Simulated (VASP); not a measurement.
# AlN (F-43m) in VASP: a series of runs, part 2 of 2

VASP 6.6.1. The steps go on from the part before.

### 3 Single point, r2SCAN

This run uses another cell than the first one, of the same volume but with other edges.

POSCAR

```
AlN
1.0
    4.3698012523      0.0000000000      0.0000000000
    0.0000000000      2.1849006262     -2.1849006262
    0.0000000000      6.5547018785      6.5547018785
Al N
6 6
Direct
    0.0000000000      0.0000000000      0.3333333333
    0.5000000000      0.5000000000      0.5000000000
    0.0000000000      0.0000000000      0.6666666667
    0.5000000000      0.5000000000      0.8333333333
    0.0000000000      0.0000000000      1.0000000000
    0.5000000000      0.5000000000      0.1666666667
    0.7500000000      0.0000000000      0.5000000000
    0.2500000000      0.5000000000      0.6666666667
    0.7500000000      0.0000000000      0.8333333333
    0.2500000000      0.5000000000      1.0000000000
    0.7500000000      0.0000000000      0.1666666667
    0.2500000000      0.5000000000      0.3333333333
```

INCAR.step1

```
PREC = Accurate ; ENCUT = 520
ISMEAR = 0 ; SIGMA = 0.05
LREAL = False ; LASPH = True
NELM = 60 ; NBANDS = 36
GGA = PE ; ALGO = Normal
EDIFF = 1E-4 ; LWAVE = True
LCHARG = False
```

INCAR.step2

```
PREC = Accurate ; ENCUT = 520
EDIFF = 1E-6 ; ISMEAR = 0
SIGMA = 0.05 ; LREAL = False
LASPH = True ; NELM = 60
ALGO = Normal ; ISIF = 2
LWAVE = False ; LCHARG = True
METAGGA = R2SCAN ; LMIXTAU = True
LELF = True ; LVHAR = True
NBANDS = 36 ; ISTART = 1
```

KPOINTS

```
regular mesh
0
Gamma
  5 7 3
```

Potentials or basis: VASP PAW PBE potentials, release 64 (Al, N).

Command:

```bash
$ cat potpaw_PBE.64/Al/POTCAR potpaw_PBE.64/N/POTCAR > POTCAR
$ cp INCAR.step1 INCAR
$ mpirun -np 1 vasp_std > vasp.out
$ cp INCAR.step2 INCAR
$ mpirun -np 1 vasp_std > vasp.out
```

OUTCAR:

```text
PREC = Accurate
   ENCUT = 520
   EDIFF = 1E-6
   ISMEAR = 0
   LREAL = False
   LASPH = True
   NELM = 60
   ISIF = 2
   METAGGA = R2SCAN
   ISTART = 1

 ion  position               nearest neighbor table
   1  0.000  0.000  0.333-  11 1.89  12 1.89  12 1.89   7 1.89   5 3.09   6 3.09   6 3.09   6 3.09
                             6 3.09   2 3.09   2 3.09   2 3.09   2 3.09   3 3.09
   2  0.500  0.500  0.500-   7 1.89   7 1.89  12 1.89   8 1.89   4 3.09   6 3.09   1 3.09   1 3.09
                             3 3.09   3 3.09   1 3.09   3 3.09   1 3.09   3 3.09
   3  0.000  0.000  0.667-   9 1.89   8 1.89   8 1.89   7 1.89   5 3.09   4 3.09   4 3.09   4 3.09
                             4 3.09   2 3.09   2 3.09   2 3.09   2 3.09   1 3.09
   4  0.500  0.500  0.833-   8 1.89   9 1.89   9 1.89  10 1.89   2 3.09   3 3.09   3 3.09   3 3.09
                             3 3.09   5 3.09   5 3.09   5 3.09   5 3.09   6 3.09
   5  0.000  0.000  0.000-  10 1.89  10 1.89  11 1.89   9 1.89   1 3.09   3 3.09   4 3.09   4 3.09
[... 228 lines left out ...]
      6      -7.4158      2.00000
[... 925 lines left out ...]
     35      17.1971      0.00000
     36      17.4493      0.00000

------------------------ aborting loop because EDIFF is reached ----------------------------------------

  FORCE on cell =-STRESS in cart. coord.  units (eV):
  Direction    XX          YY          ZZ          XY          YZ          ZX
  --------------------------------------------------------------------------------------
  -------------------------------------------------------------------------------------
  Total       -0.3104274     -0.3076103     -0.3076103      0.0000000     -0.0006744     -0.0000000
  in kB       -3.9736937     -3.9376325     -3.9376325      0.0000000     -0.0086322     -0.0000000
  external PRESSURE =      -3.9496529 kB  Pullay stress =       0.0000000 kB

 VOLUME and BASIS-vectors are now :
 -----------------------------------------------------------------------------
  energy-cutoff  :      520.00
  volume of cell :      125.16
      direct lattice vectors                 reciprocal lattice vectors
     4.369801252  0.000000000  0.000000000     0.228843360  0.000000000  0.000000000
     0.000000000  2.184900626 -2.184900626     0.000000000  0.228843360 -0.228843360
     0.000000000  6.554701879  6.554701879     0.000000000  0.076281120  0.076281120

 POSITION                                       TOTAL-FORCE (eV/Angst)
 -----------------------------------------------------------------------------------
      0.00000      2.18490      2.18490         0.000140      0.000000      0.000000
      2.18490      4.36980      2.18490         0.000140      0.000000      0.000000
      0.00000      4.36980      4.36980         0.000140     -0.000000     -0.000000
      2.18490      6.55470      4.36980         0.000140     -0.000000     -0.000000
      0.00000      0.00000      0.00000         0.000140      0.000000      0.000000
      2.18490      2.18490      0.00000         0.000140     -0.000000     -0.000000
      3.27735      3.27735      3.27735        -0.000140     -0.000000     -0.000000
      1.09245      5.46225      3.27735        -0.000140     -0.000000     -0.000000
      3.27735      5.46225      5.46225        -0.000140      0.000000     -0.000000
      1.09245      1.09245     -1.09245        -0.000140     -0.000000     -0.000000
      3.27735      1.09245      1.09245        -0.000140     -0.000000     -0.000000
      1.09245      3.27735      1.09245        -0.000140     -0.000000     -0.000000
 -----------------------------------------------------------------------------------
    total drift:                               -0.000872      0.000000      0.000000

  FREE ENERGIE OF THE ION-ELECTRON SYSTEM (eV)
  ---------------------------------------------------
  free  energy   TOTEN  =      -115.0796382256 eV

  energy  without entropy=     -115.0796382256  energy(sigma->0) =     -115.07963823
```

OUTCAR.step1:

```text
PREC = Accurate
   ENCUT = 520
   ISMEAR = 0
   LREAL = False
   LASPH = True
[... 1200 lines left out ...]
      3.27735      5.46225      5.46225        -0.000221      0.000000      0.000000
      1.09245      1.09245     -1.09245        -0.000221      0.000000     -0.000000
      3.27735      1.09245      1.09245        -0.000221      0.000000     -0.000000
      1.09245      3.27735      1.09245        -0.000221     -0.000000     -0.000000
 -----------------------------------------------------------------------------------
    total drift:                                0.000024      0.000000      0.000000

  FREE ENERGIE OF THE ION-ELECTRON SYSTEM (eV)
  ---------------------------------------------------
  free  energy   TOTEN  =       -89.0467433004 eV

  energy  without entropy=      -89.0467433004  energy(sigma->0) =      -89.04674330
```

OSZICAR.step1:

```text
N       E                     dE             d eps       ncg     rms          rms(c)
DAV:   1     0.183269144572E+03    0.18327E+03   -0.22047E+04  1728   0.119E+03
DAV:   2    -0.863649912852E+02   -0.26963E+03   -0.25494E+03  2244   0.247E+02
DAV:   3    -0.103131280416E+03   -0.16766E+02   -0.16657E+02  2176   0.641E+01
DAV:   4    -0.103313061145E+03   -0.18178E+00   -0.18157E+00  2144   0.749E+00
DAV:   5    -0.103315821241E+03   -0.27601E-02   -0.27592E-02  2140   0.922E-01    0.211E+01
DAV:   6    -0.890376652202E+02    0.14278E+02   -0.51762E+01  2092   0.316E+01    0.734E+00
DAV:   7    -0.890885202780E+02   -0.50855E-01   -0.18913E+00  1976   0.622E+00    0.508E+00
DAV:   8    -0.890543395142E+02    0.34181E-01   -0.18190E-01  1924   0.260E+00    0.699E-01
DAV:   9    -0.890454219926E+02    0.89175E-02   -0.39406E-02  2172   0.875E-01    0.368E-01
DAV:  10    -0.890470322118E+02   -0.16102E-02   -0.72376E-03  2096   0.373E-01    0.220E-01
DAV:  11    -0.890467387012E+02    0.29351E-03   -0.10204E-03  2088   0.143E-01    0.464E-02
DAV:  12    -0.890467433004E+02   -0.45993E-05   -0.22471E-05  1056   0.293E-02
   1 F= -.89046743E+02 E0= -.89046743E+02  d E =-.633599E-15
```

It took 8.2 min on 1 thread of Intel Xeon 8259CL, shared host; peak memory 0.27 GiB.

What came out:

| Property | Result |
| --- | --- |
| Free energy | -115.0796 eV |
| Pressure | -0.4 GPa |
| Band gap on the k mesh | 3.93 eV |

Levels at points of the mesh, in eV from the valence-band top:
```tsv
k point	band 20	band 21	band 22	band 23	band 24	band 25	band 26	band 27	band 28	band 29
(0.00, 0.00, 0.00)	-0.13	-0.13	0.00	0.00	0.00	3.93	4.88	6.76	6.76	7.73
```

Caveat: the PAW data sets were made with another functional, which shifts forces and pressure a little; an odd mesh through Γ misses points on the zone boundary, where band edges can lie.
